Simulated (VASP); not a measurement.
Set up this calculation in VASP 6.6.1, as the native input.

```
Task                   : single point
Functional             : BLYP
Potentials or basis    : VASP PAW PBE potentials, release 64 (Zr_sv)
Cutoff                 : 520 eV
k mesh                 : 11 × 11 × 6
Occupations            : fermi-dirac, width 0.1 eV
Spin                   : non-collinear spin, zero start, spin-orbit coupling
Starting moments       : [[0.0, 0.0, 0.0], [0.0, 0.0, 0.0]] μB
Dipole correction      : no
Further INCAR settings : ALGO = Normal; EDIFF = 1e-07; NBANDS = 36
```

The structure of Zr lies in POSCAR:

```
Zr
1.0
    3.2667420720      0.0000000000      0.0000000000
   -1.6333710360      2.8290816220      0.0000000000
    0.0000000000      0.0000000000      5.2331918826
Zr
2
Direct
    0.3333333333      0.6666666667      0.2500000000
    0.6666666667      0.3333333333      0.7500000000
```

One way to write it, as run:

INCAR

```
SYSTEM = Zr
PREC     = Accurate       ! precision mode
ENCUT    = 520            ! plane-wave cutoff, eV
EDIFF    = 1E-7           ! SCF threshold, eV
ISMEAR   = -1             ! smearing method
SIGMA    = 0.1            ! smearing width, eV
LREAL    = .FALSE.        ! projectors in reciprocal space
LASPH    = .TRUE.         ! aspherical terms in the spheres
NELM     = 150            ! most SCF steps
ALGO     = Normal         ! electronic algorithm
ISIF     = 2              ! what is computed and relaxed
LWAVE    = .FALSE.        ! write WAVECAR
LCHARG   = .FALSE.        ! write CHGCAR
MAGMOM   = 0 0 0 0 0 0    ! initial moments
LORBIT   = 11             ! projections on sites
LSORBIT  = .TRUE.         ! spin-orbit coupling
GGA_COMPAT= .FALSE.      
LORBMOM  = .TRUE.       
LMAXMIX  = 4              ! l up to which the mixer works
GGA      = B5             ! functional
ALDAX    = 1.0          
AGGAX    = 1.0          
AGGAC    = 1.0          
ALDAC    = 0.0          
NBANDS   = 36             ! bands
```

KPOINTS

```
regular mesh
0
G
  11 11 6
  0 0 0
```

Potentials or basis: VASP PAW PBE potentials, release 64 (Zr_sv).

The run is started by

```bash
$ cat potpaw_PBE.64/Zr_sv/POTCAR > POTCAR
$ mpirun -np 1 vasp_ncl > vasp.out
```

It gave:

```yaml
Pressure: 0.1 GPa
Net_moment: 0.00 μB per cell
Valence_electrons_inside_the_program's_atomic_spheres: Zr 9.83
```

Caveat: the PAW data sets were made with another functional, which shifts forces and pressure a little.

It took 8.2 min on 1 thread of Intel Xeon 8259CL, on a shared host, peak memory 0.34 GiB.
